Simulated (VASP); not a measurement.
# La3Tl in VASP: a series of runs, part 3 of 3

VASP 6.6.1. Earlier steps stand in the parts before.

## (5) Electric field gradients, LDA (equal xy, yz and zx shear strains of -1 %)

File INCAR:

```
ALGO = Normal
EDIFF = 1E-8
ENCUT = 520
ISIF = 2
ISMEAR = -1
LASPH = True
LCHARG = False
LEFG = True
LREAL = False
LWAVE = False
NBANDS = 31
NELM = 60
PREC = Accurate
SIGMA = 0.08
```

File KPOINTS:

```
k-points
0
Gamma
  8 8 8
```

File POSCAR:

```
La3Tl
1.0
    5.0600000000     -0.0253000000     -0.0253000000
   -0.0253000000      5.0600000000     -0.0253000000
   -0.0253000000     -0.0253000000      5.0600000000
La Tl
3 1
Direct
    0.0000000000      0.5000000000      0.5000000000
    0.5000000000      0.0000000000      0.5000000000
    0.5000000000      0.5000000000      0.0000000000
    0.0000000000      0.0000000000      0.0000000000
```

Potentials or basis: VASP PAW LDA potentials, release 64 (La, Tl_d).

Launch:

```console
> cat potpaw_LDA.64/La/POTCAR potpaw_LDA.64/Tl_d/POTCAR > POTCAR
> mpirun -np 1 vasp_std > vasp.out
```

OUTCAR:

```text
EDIFF = 1E-8
   ENCUT = 520
   ISIF = 2
   ISMEAR = -1
   LASPH = True
   LREAL = False
   NELM = 60
   PREC = Accurate

 ion  position               nearest neighbor table
   1  0.000  0.500  0.500-   2 3.56   3 3.56   4 3.56   4 3.56   3 3.56   2 3.56   4 3.60   3 3.60
                             2 3.60   3 3.60   4 3.60   2 3.60
   2  0.500  0.000  0.500-   1 3.56   3 3.56   4 3.56   3 3.56   4 3.56   1 3.56   3 3.60   3 3.60
                             1 3.60   4 3.60   4 3.60   1 3.60
   3  0.500  0.500  0.000-   1 3.56   2 3.56   4 3.56   2 3.56   1 3.56   4 3.56   4 3.60   1 3.60
                             1 3.60   4 3.60   2 3.60   2 3.60
   4  0.000  0.000  0.000-   1 3.56   2 3.56   3 3.56   1 3.56   2 3.56   3 3.56   3 3.60   1 3.60
                             2 3.60   3 3.60   2 3.60   1 3.60

  LATTYP: Found a trigonal (rhomboedric) cell.
 ALAT       =     5.0601264984
 COS(alpha) =    -0.0099745013

  Lattice vectors:
[... 1047 lines left out ...]
   2     -63.701   127.403   -63.701     6.058    -4.898     6.058
   3     -63.701   -63.701   127.403    -4.898     6.058     6.058
   4       0.000     0.000     0.000    -6.452    -6.452    -6.452
---------------------------------------------------------------------

 Electric field gradients after diagonalization (V/A^2)
 (convention: |V_zz| > |V_xx| > |V_yy|)
----------------------------------------------------------------------
 ion       V_xx      V_yy      V_zz     asymmetry (V_yy - V_xx)/ V_zz
----------------------------------------------------------------------
   1     -68.973   -58.803   127.776       0.080
   2     -68.973   -58.803   127.776       0.080
   3     -68.973   -58.803   127.776       0.080
   4       6.452     6.452   -12.905       0.000
----------------------------------------------------------------------

           NMR quadrupolar parameters

 Cq : quadrupolar parameter    Cq=e*Q*V_zz/h
 eta: asymmetry parameters     (V_yy - V_xx)/ V_zz
 Q  : nuclear electric quadrupole moment in mb (millibarn)
----------------------------------------------------------------------
 ion       Cq(MHz)       eta       Q (mb)
----------------------------------------------------------------------
   1       0.309       0.080       1.000
   2       0.309       0.080       1.000
   3       0.309       0.080       1.000
   4      -0.031       0.000       1.000
----------------------------------------------------------------------
```

OSZICAR:

```text
N       E                     dE             d eps       ncg     rms          rms(c)
DAV:   1     0.573936752109E+03    0.57394E+03   -0.16483E+04  4046   0.212E+03
DAV:   2     0.118885993415E+03   -0.45505E+03   -0.43966E+03  5734   0.376E+02
DAV:   3    -0.587917636593E+01   -0.12477E+03   -0.12168E+03  6441   0.216E+02
DAV:   4    -0.194459155081E+02   -0.13567E+02   -0.13064E+02  7540   0.830E+01
DAV:   5    -0.210370426855E+02   -0.15911E+01   -0.15399E+01  7956   0.264E+01    0.530E+00
DAV:   6    -0.208417402658E+02    0.19530E+00   -0.32622E+00  6980   0.111E+01    0.282E+00
DAV:   7    -0.208314799526E+02    0.10260E-01   -0.40856E-01  7708   0.537E+00    0.139E+00
DAV:   8    -0.208235303788E+02    0.79496E-02   -0.55121E-02  7812   0.166E+00    0.201E-01
DAV:   9    -0.208240260000E+02   -0.49562E-03   -0.85259E-03  7628   0.726E-01    0.982E-02
DAV:  10    -0.208241751386E+02   -0.14914E-03   -0.14660E-03  7828   0.276E-01    0.264E-02
DAV:  11    -0.208241910609E+02   -0.15922E-04   -0.24396E-04  7620   0.111E-01    0.709E-03
DAV:  12    -0.208241946089E+02   -0.35480E-05   -0.38524E-05  7804   0.392E-02    0.251E-03
DAV:  13    -0.208241952762E+02   -0.66722E-06   -0.65364E-06  7588   0.188E-02    0.159E-03
DAV:  14    -0.208241954333E+02   -0.15710E-06   -0.16391E-06  7396   0.759E-03    0.195E-03
DAV:  15    -0.208241954566E+02   -0.23361E-07   -0.45718E-07  6716   0.580E-03    0.837E-04
DAV:  16    -0.208241954587E+02   -0.21091E-08   -0.89685E-08  5524   0.203E-03
   1 F= -.20824195E+02 E0= -.20762483E+02  d E =-.123424E+00
```

Wall time 4.4 min (1 thread of Intel Xeon Platinum 8488C (Sapphire Rapids), shared host); peak memory 0.38 GiB.

What came out:

```yaml
Free_energy: -20.8242 eV
Pressure: -3.6 GPa
Band_gap_on_the_k_mesh: zero (bands 23 and 24 overlap by 1.04 eV)
Largest_electric_field_gradient_by_atom: La +127.8; Tl -12.9 V/Å²
```

Stress tensor (GPa, compression positive):
```
-3.63  0.19  0.19
 0.19 -3.63  0.19
 0.19  0.19 -3.63
```

Electric field gradients, principal values (V/Å²):
| atom | least | middle | greatest (by size) |
| --- | --- | --- | --- |
| 1 La | -58.803 | -68.973 | 127.776 |
| 2 La | -58.803 | -68.973 | 127.776 |
| 3 La | -58.803 | -68.973 | 127.776 |
| 4 Tl | 6.452 | 6.452 | -12.905 |

Caveat: the cell differs from its parent crystal (equal xy, yz and zx shear strains of -1 %); the cell stands under tension; without QUAD_EFG the Cq values of the log hold for a quadrupole moment of 1 mb, not for the nuclei; spin-orbit coupling is left out, which moves the levels of the heavy elements.

## (6) Electric field gradients, LDA (equal xy, yz and zx shear strains of -1 %)

File INCAR:

```
SYSTEM = La3Tl
  PREC = Accurate
  ENCUT = 520
  EDIFF = 1E-8
  ISMEAR = -1
  SIGMA = 0.08
  LREAL = .False.
  LASPH = .True.
  NELM = 100
  ALGO = Normal
  ISIF = 2
  LWAVE = .False.
  LCHARG = .False.
  LEFG = .True.
  NBANDS = 31
```

File KPOINTS:

```
regular mesh
0
Gamma
  8 8 8
  0 0 0
```

POSCAR is that of step 5.

Potentials or basis: VASP PAW LDA potentials, release 64 (La, Tl_d).

Launch:

```console
> cat potpaw_LDA.64/La/POTCAR potpaw_LDA.64/Tl_d/POTCAR > POTCAR
> mpirun -np 1 vasp_std > vasp.out
```

OUTCAR:

```text
SYSTEM = La3Tl
   PREC = Accurate
   ENCUT = 520
   EDIFF = 1E-8
   ISMEAR = -1
   LREAL = .False.
   LASPH = .True.
   NELM = 100
   ISIF = 2

 ion  position               nearest neighbor table
   1  0.000  0.500  0.500-   2 3.56   3 3.56   4 3.56   4 3.56   3 3.56   2 3.56   4 3.60   3 3.60
                             2 3.60   3 3.60   4 3.60   2 3.60
   2  0.500  0.000  0.500-   1 3.56   3 3.56   4 3.56   3 3.56   4 3.56   1 3.56   3 3.60   3 3.60
                             1 3.60   4 3.60   4 3.60   1 3.60
   3  0.500  0.500  0.000-   1 3.56   2 3.56   4 3.56   2 3.56   1 3.56   4 3.56   4 3.60   1 3.60
                             1 3.60   4 3.60   2 3.60   2 3.60
   4  0.000  0.000  0.000-   1 3.56   2 3.56   3 3.56   1 3.56   2 3.56   3 3.56   3 3.60   1 3.60
                             2 3.60   3 3.60   2 3.60   1 3.60

  LATTYP: Found a trigonal (rhomboedric) cell.
 ALAT       =     5.0601264984
 COS(alpha) =    -0.0099745013

  Lattice vectors:

 A1 = (   5.0600000000,  -0.0253000000,  -0.0253000000)
 A2 = (  -0.0253000000,   5.0600000000,  -0.0253000000)
 A3 = (  -0.0253000000,  -0.0253000000,   5.0600000000)

Analysis of symmetry for initial positions (statically):
=====================================================================
 Subroutine PRICEL returns:
 Original cell was already a primitive cell.

 Routine SETGRP: Setting up the symmetry group for a
 trigonal (rhombohedral) supercell.

 Subroutine GETGRP returns: Found 12 space group operations
 (whereof 12 operations were pure point group operations)
 out of a pool of 12 trial point group operations.

The static configuration has the point symmetry D_3d.

Analysis of symmetry for dynamics (positions and initial velocities):
=====================================================================
 Subroutine PRICEL returns:
 Original cell was already a primitive cell.

[... 989 lines left out ...]
  -------------------------------------------------------------------------------------
  Total       -2.9358783     -2.9358783     -2.9358783      0.1525554      0.1525554      0.1525554
  in kB      -36.3102942    -36.3102942    -36.3102942      1.8867718      1.8867718      1.8867718
  external PRESSURE =     -36.3102942 kB  Pullay stress =       0.0000000 kB

 VOLUME and BASIS-vectors are now :
 -----------------------------------------------------------------------------
  energy-cutoff  :      520.00
  volume of cell :      129.54
      direct lattice vectors                 reciprocal lattice vectors
     5.060000000 -0.025300000 -0.025300000     0.197638390  0.000993158  0.000993158
    -0.025300000  5.060000000 -0.025300000     0.000993158  0.197638390  0.000993158
    -0.025300000 -0.025300000  5.060000000     0.000993158  0.000993158  0.197638390

 POSITION                                       TOTAL-FORCE (eV/Angst)
 -----------------------------------------------------------------------------------
     -0.02530      2.51735      2.51735         0.000000      0.000000     -0.000000
      2.51735     -0.02530      2.51735        -0.000000     -0.000000     -0.000000
      2.51735      2.51735     -0.02530         0.000000     -0.000000      0.000000
      0.00000      0.00000      0.00000        -0.000000      0.000000     -0.000000
 -----------------------------------------------------------------------------------
    total drift:                                0.000000     -0.000000     -0.000000

  FREE ENERGIE OF THE ION-ELECTRON SYSTEM (eV)
  ---------------------------------------------------
  free  energy   TOTEN  =       -20.8241954587 eV

  energy  without entropy=      -20.7007711946  energy(sigma->0) =      -20.76248333

 Electric field gradients (V/A^2)
---------------------------------------------------------------------
 ion       V_xx      V_yy      V_zz      V_xy      V_xz      V_yz
---------------------------------------------------------------------
   1     127.403   -63.701   -63.701     6.058     6.058    -4.898
   2     -63.701   127.403   -63.701     6.058    -4.898     6.058
   3     -63.701   -63.701   127.403    -4.898     6.058     6.058
   4       0.000     0.000     0.000    -6.452    -6.452    -6.452
---------------------------------------------------------------------

 Electric field gradients after diagonalization (V/A^2)
 (convention: |V_zz| > |V_xx| > |V_yy|)
----------------------------------------------------------------------
 ion       V_xx      V_yy      V_zz     asymmetry (V_yy - V_xx)/ V_zz
----------------------------------------------------------------------
   1     -68.973   -58.803   127.776       0.080
   2     -68.973   -58.803   127.776       0.080
   3     -68.973   -58.803   127.776       0.080
   4       6.452     6.452   -12.905       0.000
----------------------------------------------------------------------

           NMR quadrupolar parameters

 Cq : quadrupolar parameter    Cq=e*Q*V_zz/h
 eta: asymmetry parameters     (V_yy - V_xx)/ V_zz
 Q  : nuclear electric quadrupole moment in mb (millibarn)
----------------------------------------------------------------------
 ion       Cq(MHz)       eta       Q (mb)
----------------------------------------------------------------------
   1       0.309       0.080       1.000
   2       0.309       0.080       1.000
   3       0.309       0.080       1.000
   4      -0.031       0.000       1.000
----------------------------------------------------------------------
```

OSZICAR:

```text
N       E                     dE             d eps       ncg     rms          rms(c)
DAV:   1     0.573936752109E+03    0.57394E+03   -0.16483E+04  4046   0.212E+03
DAV:   2     0.118885993415E+03   -0.45505E+03   -0.43966E+03  5734   0.376E+02
DAV:   3    -0.587917636593E+01   -0.12477E+03   -0.12168E+03  6441   0.216E+02
DAV:   4    -0.194459155081E+02   -0.13567E+02   -0.13064E+02  7540   0.830E+01
DAV:   5    -0.210370426855E+02   -0.15911E+01   -0.15399E+01  7956   0.264E+01    0.530E+00
DAV:   6    -0.208417402658E+02    0.19530E+00   -0.32622E+00  6980   0.111E+01    0.282E+00
DAV:   7    -0.208314799526E+02    0.10260E-01   -0.40856E-01  7708   0.537E+00    0.139E+00
DAV:   8    -0.208235303788E+02    0.79496E-02   -0.55121E-02  7812   0.166E+00    0.201E-01
DAV:   9    -0.208240260000E+02   -0.49562E-03   -0.85259E-03  7628   0.726E-01    0.982E-02
DAV:  10    -0.208241751386E+02   -0.14914E-03   -0.14660E-03  7828   0.276E-01    0.264E-02
DAV:  11    -0.208241910609E+02   -0.15922E-04   -0.24396E-04  7620   0.111E-01    0.709E-03
DAV:  12    -0.208241946089E+02   -0.35480E-05   -0.38524E-05  7804   0.392E-02    0.251E-03
DAV:  13    -0.208241952762E+02   -0.66722E-06   -0.65364E-06  7588   0.188E-02    0.159E-03
DAV:  14    -0.208241954333E+02   -0.15710E-06   -0.16391E-06  7396   0.759E-03    0.195E-03
DAV:  15    -0.208241954566E+02   -0.23361E-07   -0.45718E-07  6716   0.580E-03    0.837E-04
DAV:  16    -0.208241954587E+02   -0.21091E-08   -0.89685E-08  5524   0.203E-03
   1 F= -.20824195E+02 E0= -.20762483E+02  d E =-.123424E+00
```

stdout:

```text
POSCAR found type information on POSCAR LaTl
 POSCAR found :  2 types and       4 ions
 scaLAPACK will be used
 LDA part: xc-table for (Slater(with rela. corr.)+CA(PZ))
 , standard interpolation
 POSCAR, INCAR and KPOINTS ok, starting setup
 FFT: planning ... GRIDC
 FFT: planning ... GRID_SOFT
 FFT: planning ... GRID
 WAVECAR not read
 entering main loop
ion   1
     0.0000602    -0.0395357    -0.0166564     0.4294296    -0.0395357    -0.7437938
     0.0000829    -0.0395357    -0.0166564     0.4294295    -0.0395357    -0.7437938
     0.0001141    -0.0395357    -0.0166564     0.4294295    -0.0395357    -0.7437937
     0.0001572    -0.0395357    -0.0166564     0.4294295    -0.0395357    -0.7437937

     0.0000602    -5.4996659     4.4925689    50.2043955    -5.4996659   -86.9565638
     0.0000829    -5.4984510     4.4919306    50.1933921    -5.4984510   -86.9375054
     0.0001141    -5.4965309     4.4909360    50.1759794    -5.4965309   -86.9073457
     0.0001572    -5.4935084     4.4893930    50.1485352    -5.4935084   -86.8598108

ion   2
     0.0000602    -0.0395357    -0.0395357     0.4294296    -0.0166564     0.7437938
     0.0000829    -0.0395357    -0.0395357     0.4294295    -0.0166564     0.7437938
     0.0001141    -0.0395357    -0.0395357     0.4294295    -0.0166564     0.7437937
     0.0001572    -0.0395357    -0.0395357     0.4294295    -0.0166564     0.7437937

     0.0000602    -5.4996659    -5.4996659    50.2043955     4.4925689    86.9565638
     0.0000829    -5.4984510    -5.4984510    50.1933921     4.4919306    86.9375054
     0.0001141    -5.4965309    -5.4965309    50.1759794     4.4909360    86.9073457
     0.0001572    -5.4935084    -5.4935084    50.1485352     4.4893930    86.8598108

ion   3

ion   4
```

Wall time 4.1 min (1 thread of Intel Xeon Platinum 8488C (Sapphire Rapids), shared host); peak memory 0.38 GiB.

What came out:

| Quantity | Value |
| --- | --- |
| Free energy | -20.8242 eV |
| Pressure | -3.6 GPa |
| Band gap on the k mesh | zero (bands 23 and 24 overlap by 1.04 eV) |
| Largest electric field gradient by atom | La +127.8; Tl -12.9 V/Å² |

Stress tensor (GPa, compression positive):
```
-3.63  0.19  0.19
 0.19 -3.63  0.19
 0.19  0.19 -3.63
```

Levels at points of the mesh, in eV from the Fermi level:
| k point | band 21 | band 22 | band 23 | band 24 | band 25 | band 26 |
| --- | --- | --- | --- | --- | --- | --- |
| (0.00, 0.00, 0.00) | -0.83 | -0.77 | -0.76 | -0.76 | 0.77 | 0.77 |
| (0.50, 0.00, 0.00) | -0.76 | -0.70 | -0.60 | 0.69 | 1.03 | 1.06 |
| (0.50, 0.50, 0.00) | -1.33 | -0.09 | -0.04 | 0.26 | 0.63 | 1.00 |
| (0.50, 0.50, 0.50) | -1.04 | 0.28 | 0.28 | 0.34 | 1.14 | 1.25 |

Electric field gradients, principal values (V/Å²):
| atom | least | middle | greatest (by size) |
| --- | --- | --- | --- |
| 1 La | -58.803 | -68.973 | 127.776 |
| 2 La | -58.803 | -68.973 | 127.776 |
| 3 La | -58.803 | -68.973 | 127.776 |
| 4 Tl | 6.452 | 6.452 | -12.905 |

Caveat: the cell differs from its parent crystal (equal xy, yz and zx shear strains of -1 %); the cell stands under tension; without QUAD_EFG the Cq values of the log hold for a quadrupole moment of 1 mb, not for the nuclei; spin-orbit coupling is left out, which moves the levels of the heavy elements.

## (7) The runs side by side

```csv
cell,gap on the mesh (eV),pressure (GPa)
"a = 5.159 Å, 4 atoms",none,-5.3
"a = 5.061 Å, angles 88.8°, 4 atoms",none,-3.6
"a = 5.060 Å, angles 90.6°, 4 atoms",none,-3.6
```

Alike in all rows: task electric field gradients; level LDA; potentials or basis VASP PAW LDA potentials, release 64 (La, Tl_d); no spin polarisation; k mesh 8 × 8 × 8; cutoff (eV) 520; smearing fermi-dirac 0.08 eV.

Caveats: the cell stands under tension; spin-orbit coupling is left out, which moves the levels of the heavy elements.

Total energies depend on the potentials used, so only differences within one code and one set of settings carry meaning.
